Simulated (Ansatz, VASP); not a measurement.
# MnO2: VASP beside Ansatz

```
Mn O
1.0
     4.39700    0.00000    0.00000
     0.00000    4.39700    0.00000
     0.00000    0.00000    2.86900
Mn O
2 4
Direct
  0.00000 0.00000 0.00000
  0.50000 0.50000 0.50000
  0.30500 0.30500 0.00000
  0.19500 0.80500 0.50000
  0.69500 0.69500 0.00000
  0.80500 0.19500 0.50000
```

Alike in both runs: task single point; functional PBE; k mesh 5 × 5 × 7; occupations gaussian, width 0.05 eV; collinear spin; Hubbard terms Mn d U = 3.9 eV.

|  | VASP | Ansatz |
| --- | --- | --- |
| version | VASP 6.6.1 | Ansatz 0.2.0 |
| potentials or method | VASP PAW PBE potentials, release 64 (Mn_sv, O), cutoff 600 eV | PAW, plane waves, scalar-relativistic |
| valence electrons in the cell | 54 | 54 |

```csv
,VASP,Ansatz,Ansatz less VASP
pressure (GPa),8.5,11.1,+2.52
"traceless stress, the component that is largest in VASP (GPa)",2.21,3.13,+0.916
rms of the force components (eV/Å),0.033,0.028,-0.0050
net moment per atom (μB),1.00,1.00,0.000
size of the moment on the site where the two differ most (μB),2.90,2.63,-0.264
```

Site moments also hang on the region over which each program counts them. The programs project onto different local orbitals, so the same U acts differently, and such runs can settle in different states. Atom by atom the forces differ by 0.005 eV/Å (rms over components). Ansatz's warnings: filled band counts differ across k points.
